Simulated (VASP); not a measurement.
# Be3Ni (I4/mmm) in VASP: a series of runs, part 2 of 2

VASP 6.6.1. Earlier steps stand in the parts before.

## Step 3: Single point, LDA, collinear spin, ferromagnetic start

This run uses another cell than the first one, of 9.39 Å³/atom.

File INCAR:

```
SYSTEM = Be3Ni
PREC     = Accurate       ! precision mode
ENCUT    = 520            ! plane-wave cutoff, eV
EDIFF    = 1E-7           ! SCF threshold, eV
ISMEAR   = -1             ! smearing method
SIGMA    = 0.1            ! smearing width, eV
LREAL    = .FALSE.        ! projectors in reciprocal space
LASPH    = .TRUE.         ! aspherical terms in the spheres
NELM     = 150            ! most SCF steps
ALGO     = Normal         ! electronic algorithm
ISIF     = 2              ! what is computed and relaxed
LWAVE    = .FALSE.        ! write WAVECAR
LCHARG   = .FALSE.        ! write CHGCAR
ISPIN    = 2              ! spin polarisation
MAGMOM   = 0 0 0 1.5      ! initial moments
LORBIT   = 11             ! projections on sites
LMAXMIX  = 4              ! l up to which the mixer works
NBANDS   = 20             ! bands
```

File KPOINTS:

```
Automatic mesh
0
G
  10 10 10
  0 0 0
```

File POSCAR:

```
Be3Ni
1.0
   -1.6299988990      1.6299988990      3.5355824956
    1.6299988990     -1.6299988990      3.5355824956
    1.6299988990      1.6299988990     -3.5355824956
Be Ni
3 1
Direct
    0.7500000000      0.2500000000      0.5000000000
    0.2500000000      0.7500000000      0.5000000000
    0.5000000000      0.5000000000      0.0000000000
    0.0000000000      0.0000000000      0.0000000000
```

Potentials or basis: VASP PAW LDA potentials, release 64 (Be, Ni).

On the command line:

```console
$ cat potpaw_LDA.64/Be/POTCAR potpaw_LDA.64/Ni/POTCAR > POTCAR
$ mpirun -np 1 vasp_std > vasp.out
```

OUTCAR:

```text
SYSTEM = Be3Ni
   PREC = Accurate
   ENCUT = 520
   EDIFF = 1E-7
   ISMEAR = -1
   LREAL = .FALSE.
   LASPH = .TRUE.
   NELM = 150
   ISIF = 2
   ISPIN = 2
   LORBIT = 11

 ion  position               nearest neighbor table
   1  0.750  0.250  0.500-   2 2.31   2 2.31   2 2.31   2 2.31   4 2.40   4 2.40   4 2.40   4 2.40

   2  0.250  0.750  0.500-   1 2.31   1 2.31   1 2.31   1 2.31   4 2.40   4 2.40   4 2.40   4 2.40

   3  0.500  0.500  0.000-   4 2.31   4 2.31   4 2.31   4 2.31
   4  0.000  0.000  0.000-   3 2.31   3 2.31   3 2.31   3 2.31   2 2.40   1 2.40   2 2.40   2 2.40
                             1 2.40   1 2.40   2 2.40   1 2.40

  LATTYP: Found a body centered tetragonal cell.
 ALAT       =     3.2599977980
 C/A-ratio  =     2.1690704808

  Lattice vectors:

 A1 = (  -1.6299988990,   1.6299988990,   3.5355824956)
 A2 = (   1.6299988990,  -1.6299988990,   3.5355824956)
 A3 = (   1.6299988990,   1.6299988990,  -3.5355824956)

Analysis of symmetry for initial positions (statically):
=====================================================================
 Subroutine PRICEL returns:
[... 1306 lines left out ...]

 [... further k-points ...]
[... 5 lines left out ...]
  --------------------------------------------------------------------------------------
  -------------------------------------------------------------------------------------
  Total       -4.6574883     -4.6574883     -4.6770351      0.0000000      0.0000000      0.0000000
  in kB     -198.5942951   -198.5942951   -199.4277638      0.0000000      0.0000000      0.0000000
  external PRESSURE =    -198.8721180 kB  Pullay stress =       0.0000000 kB

 VOLUME and BASIS-vectors are now :
 -----------------------------------------------------------------------------
  energy-cutoff  :      520.00
  volume of cell :       37.57
      direct lattice vectors                 reciprocal lattice vectors
    -1.629998899  1.629998899  3.535582496     0.000000000  0.306748673  0.141419413
     1.629998899 -1.629998899  3.535582496     0.306748673  0.000000000  0.141419413
     1.629998899  1.629998899 -3.535582496     0.306748673  0.306748673  0.000000000

 POSITION                                       TOTAL-FORCE (eV/Angst)
 -----------------------------------------------------------------------------------
      0.00000      1.63000      1.76779         0.000000     -0.000000     -0.000000
      1.63000      0.00000      1.76779        -0.000000      0.000000     -0.000000
      0.00000      0.00000      3.53558        -0.000000      0.000000      0.000000
      0.00000      0.00000      0.00000        -0.000000      0.000000      0.000000
 -----------------------------------------------------------------------------------
    total drift:                                0.000000     -0.000000     -0.000000

  FREE ENERGIE OF THE ION-ELECTRON SYSTEM (eV)
  ---------------------------------------------------
  free  energy   TOTEN  =       -20.0389794778 eV

  energy  without entropy=      -20.0040100899  energy(sigma->0) =      -20.02149478

 total charge

# of ion       s       p       d       tot
------------------------------------------
    1        0.391   0.630   0.000   1.021
    2        0.391   0.630   0.000   1.021
    3        0.403   0.605   0.000   1.008
    4        0.491   0.565   8.387   9.444
--------------------------------------------------
tot          1.676   2.431   8.387  12.494

 magnetization (x)

# of ion       s       p       d       tot
------------------------------------------
    1       -0.000   0.000   0.000  -0.000
    2       -0.000   0.000   0.000  -0.000
    3       -0.000   0.000   0.000   0.000
    4       -0.000  -0.000   0.000   0.000
--------------------------------------------------
tot         -0.000  -0.000   0.000   0.000
```

OSZICAR:

```text
N       E                     dE             d eps       ncg     rms          rms(c)
DAV:   1     0.514251797041E+02    0.51425E+02   -0.61297E+03  8272   0.781E+02
DAV:   2    -0.201395353291E+02   -0.71565E+02   -0.61751E+02  8508   0.175E+02
DAV:   3    -0.239337523348E+02   -0.37942E+01   -0.36118E+01  9968   0.417E+01
DAV:   4    -0.239766879814E+02   -0.42936E-01   -0.42834E-01  9448   0.390E+00
DAV:   5    -0.239773462405E+02   -0.65826E-03   -0.65821E-03  9380   0.557E-01    0.212E+01
DAV:   6    -0.378559855509E+02   -0.13879E+02   -0.84170E+01  9064   0.169E+02    0.442E+01
DAV:   7    -0.217896181704E+02    0.16066E+02   -0.22318E+01 10120   0.589E+01    0.107E+01
DAV:   8    -0.200451621989E+02    0.17445E+01   -0.29136E+00 10604   0.320E+01    0.372E+00
DAV:   9    -0.200611827998E+02   -0.16021E-01   -0.29186E-01  9572   0.338E+00    0.228E+00
DAV:  10    -0.200418300219E+02    0.19353E-01   -0.13160E-02 10628   0.157E+00    0.823E-01
DAV:  11    -0.200395517917E+02    0.22782E-02   -0.38045E-03 10328   0.812E-01    0.590E-01
DAV:  12    -0.200389934260E+02    0.55837E-03   -0.12104E-03  9928   0.452E-01    0.112E-01
DAV:  13    -0.200389842293E+02    0.91968E-05   -0.11541E-04 10620   0.111E-01    0.601E-02
DAV:  14    -0.200389810064E+02    0.32229E-05   -0.20606E-05 10408   0.462E-02    0.246E-02
DAV:  15    -0.200389799357E+02    0.10706E-05   -0.25241E-06  9972   0.205E-02    0.114E-02
DAV:  16    -0.200389795379E+02    0.39782E-06   -0.54687E-07  8912   0.120E-02    0.356E-03
DAV:  17    -0.200389794778E+02    0.60116E-07   -0.89972E-08  4744   0.454E-03
   1 F= -.20038979E+02 E0= -.20021495E+02  d E =-.349694E-01  mag=    -0.0000
```

stdout:

```text
POSCAR found type information on POSCAR BeNi
 POSCAR found :  2 types and       4 ions
 scaLAPACK will be used
 LDA part: xc-table for (Slater(with rela. corr.)+CA(PZ))
 , standard interpolation
 POSCAR, INCAR and KPOINTS ok, starting setup
 FFT: planning ... GRIDC
 FFT: planning ... GRID_SOFT
 FFT: planning ... GRID
 WAVECAR not read
 entering main loop
```

It took 1.8 min on 1 thread of Intel Xeon Platinum 8375C at 2.90GHz (Ice Lake), shared host; peak memory 0.24 GiB.

Results:

```
Free energy                                           : -20.0390 eV
Pressure                                              : -19.9 GPa
Band gap on the k mesh                                : zero (filled and empty bands overlap)
Net moment                                            : 0.00 μB per cell
Valence electrons inside the program's atomic spheres : Be 1.02, 1.01 (each value once); Ni 9.44
```

Levels at points of the mesh, in eV from the Fermi level:
Spin up:
```csv
k point,band 6,band 7,band 8,band 9,band 10,band 11
"(0.00, 0.00, 0.00)",-1.80,-1.61,3.47,3.47,3.63,3.63
"(0.50, 0.00, 0.00)",-1.98,-1.30,-0.83,0.96,4.63,4.90
"(0.50, 0.50, 0.00)",-2.55,-2.51,-1.38,-0.81,2.86,3.06
"(0.50, 0.50, 0.50)",-1.88,-1.78,-0.07,-0.07,6.37,7.45
```
Spin down:
| k point | band 6 | band 7 | band 8 | band 9 | band 10 | band 11 |
| --- | --- | --- | --- | --- | --- | --- |
| (0.00, 0.00, 0.00) | -1.80 | -1.61 | 3.47 | 3.47 | 3.63 | 3.63 |
| (0.50, 0.00, 0.00) | -1.98 | -1.30 | -0.83 | 0.96 | 4.63 | 4.90 |
| (0.50, 0.50, 0.00) | -2.55 | -2.51 | -1.38 | -0.81 | 2.86 | 3.06 |
| (0.50, 0.50, 0.50) | -1.88 | -1.78 | -0.07 | -0.07 | 6.37 | 7.45 |

Caveat: the cell stands under tension.
